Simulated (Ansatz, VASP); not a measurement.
One calculation of Ru, two programs

File INCAR:

```
SYSTEM = Ru
  PREC = Accurate
  ENCUT = 520
  EDIFF = 1E-6
  ISMEAR = -1
  SIGMA = 0.05
  LREAL = .False.
  LASPH = .True.
  NELM = 100
  ALGO = Normal
  ISIF = 2
  LWAVE = .False.
  LCHARG = .False.
  GGA = PE
  NBANDS = 21
```

KPOINTS

```
regular mesh
0
Gamma
  16 16 9
  0 0 0
```

Contents of POSCAR:

```
Ru
1.0
    2.6949511999      0.0000000000      0.0000000000
   -1.3474755999      2.3338962011      0.0000000000
    0.0000000000      0.0000000000      4.2451259900
Ru
2
Direct
    0.3333333333      0.6666666667      0.2500000000
    0.6666666667      0.3333333333      0.7500000000
```

Input for Ansatz:

```yaml
crystal:
  lattice:
    - [2.6949511999, 0.0, 0.0]
    - [-1.3474755999, 2.3338962011, 0.0]
    - [0.0, 0.0, 4.24512599]
  atoms:
    - { symbol: Ru, position: [0.3333333333, 0.6666666667, 0.25] }
    - { symbol: Ru, position: [0.6666666667, 0.3333333333, 0.75] }
kpoints:
  mp_grid: { grid: [16, 16, 9] }
scf:
  occupations: { method: fermi_dirac, width: 0.05 }
hamiltonian:
  xc: pbe
  pseudopotentials: { kind: all_electron, lapw: { basis_error: 0.0005 } }
output:
  forces: true
  stress: true
  eigenvalues: true
```

Change from the starting cell: volume scaled by 0.97.

Alike in both runs: task single point; functional PBE; k mesh 16 × 16 × 9; occupations fermi-dirac, width 0.05 eV; no spin polarisation.

|  | VASP | Ansatz |
| --- | --- | --- |
| version | VASP 6.6.1 | Ansatz 0.2.0 |
| potentials or method | VASP PAW PBE potentials, release 64 (Ru_pv), cutoff 520 eV | all-electron LAPW, scalar-relativistic |

|  | VASP | Ansatz | Ansatz less VASP |
| --- | --- | --- | --- |
| pressure (GPa) | 10.2 | 10.2 | 0.00 |
| traceless stress, the component that is largest in VASP (GPa) | 0.44 | 0.41 | -0.030 |

Ansatz ran all-electron here, and VASP with PAW potentials.
